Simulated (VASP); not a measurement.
## SrScZn4B2: single point with PBE

The system is SrScZn4B2.

```
CELL_PARAMETERS angstrom
3.33535 0.00000 0.00000
0.00000 3.33535 0.00000
0.00000 0.00000 13.34141
ATOMIC_POSITIONS crystal
Sr 0.50000 0.50000 0.12500
Sc 0.50000 0.50000 0.87500
Zn 0.00000 0.00000 0.00000
Zn 0.00000 0.00000 0.25000
Zn 0.00000 0.00000 0.50000
Zn 0.00000 0.00000 0.75000
B 0.50000 0.50000 0.37500
B 0.50000 0.50000 0.62500
```

```
Program                : VASP 6.6.1
Task                   : single point
Functional             : PBE
Potentials or basis    : VASP PAW PBE potentials, release 64 (Sr_sv, Sc_sv, Zn, B)
Cutoff                 : 520 eV
k mesh                 : 6 × 6 × 2
Occupations            : gaussian, width 0.1 eV
Spin                   : no spin polarisation
Dipole correction      : no
Further INCAR settings : ALGO = Fast; EDIFF = 1e-06; NBANDS = 48
```

```
Pressure      : -0.5 GPa
Largest force : 2.773 eV/Å
```

Forces on the atoms (eV/Å):
```
Sr   0.000  0.000  0.531
Sc   0.000  0.000 -0.514
Zn   0.000  0.000 -1.709
Zn   0.000  0.000  2.773
Zn   0.000  0.000 -0.017
Zn   0.000  0.000 -1.242
B    0.000  0.000 -0.066
B    0.000  0.000  0.243
```

Stress tensor (GPa, compression positive):
```
 0.38  0.00  0.00
 0.00  0.38  0.00
 0.00  0.00 -2.31
```

Levels at points of the mesh, in eV from the Fermi level:
| k point | band 33 | band 34 | band 35 | band 36 | band 37 | band 38 | band 39 | band 40 | band 41 | band 42 |
| --- | --- | --- | --- | --- | --- | --- | --- | --- | --- | --- |
| (0.00, 0.00, 0.00) | -4.44 | -1.27 | -1.09 | 0.04 | 1.17 | 1.25 | 1.48 | 1.48 | 2.07 | 2.07 |
| (0.50, 0.00, 0.00) | -3.86 | -2.95 | -2.59 | -1.40 | -1.14 | -0.75 | 0.64 | 0.89 | 1.46 | 1.47 |
| (0.50, 0.50, 0.00) | -2.14 | -2.14 | -1.42 | -1.42 | -1.17 | -1.17 | -0.74 | 0.35 | 0.80 | 0.89 |
| (0.00, 0.00, 0.50) | -3.02 | -2.79 | -0.12 | 0.04 | 1.14 | 1.17 | 1.52 | 1.52 | 1.94 | 1.94 |
| (0.50, 0.00, 0.50) | -4.12 | -2.54 | -2.51 | -2.19 | -1.14 | 0.20 | 0.25 | 0.74 | 1.19 | 1.46 |
| (0.50, 0.50, 0.50) | -2.05 | -2.05 | -1.74 | -1.74 | -0.81 | -0.81 | -0.44 | -0.11 | 0.49 | 0.49 |

It took 4.9 min on 1 thread of Intel(R) Xeon(R) Platinum 8375C CPU @ 2.90GHz (Ice Lake) (shared host), peak memory 0.35 GiB.

Caveat: forces of over 1 eV/Å act on the atoms, so gaps and moduli don't describe the material at rest.
